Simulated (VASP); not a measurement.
The system is Ba.

```xyz
1
Lattice="2.6285 -3.4527 0.0000 2.6285 3.4527 0.0000 -2.5751 0.0000 3.5554" Properties=species:S:1:pos:R:3 pbc="T T T"
Ba    0.0000    0.0000    0.0000
```

```yaml
Program: VASP 6.6.1
Task: relaxation of cell and atoms
Functional: PBE
Potentials_or_basis: VASP PAW PBE potentials, release 64 (Ba_sv)
Cutoff: 600 eV
k_mesh: 6 × 6 × 6
Occupations: gaussian, width 0.1 eV
Spin: no spin polarisation
```

At the start: pressure -0.0 GPa; volume 64.53 Å³/atom.

Problem. Where does the relaxation end?

Solution. Over 8 steps the energy falls by 3.8 meV/atom; space group Im-3m (No. 229, to 0.05 Å).

Step by step:
```
step  energy change (eV)  largest force (eV/Å)  pressure (GPa)  volume (Å³)
   1              0.0000                0.0000           -0.03        64.53
   2             -0.0013                0.0000           -0.01        64.41
   3             -0.0026                0.0000            0.03        64.11
   4             -0.0027                0.0000            0.03        64.08
   5             -0.0030                0.0000            0.02        64.24
   6             -0.0035                0.0000           -0.05        64.72
   7             -0.0036                0.0000           -0.07        64.90
   8             -0.0038                0.0000           -0.02        64.53
```

Final structure:
```xyz
1
Lattice="2.5318 -3.5739 -0.0173 2.5318 3.5739 -0.0173 -2.5025 0.0000 3.5827" Properties=species:S:1:pos:R:3 pbc="T T T"
Ba    0.0000    0.0000    0.0000
```
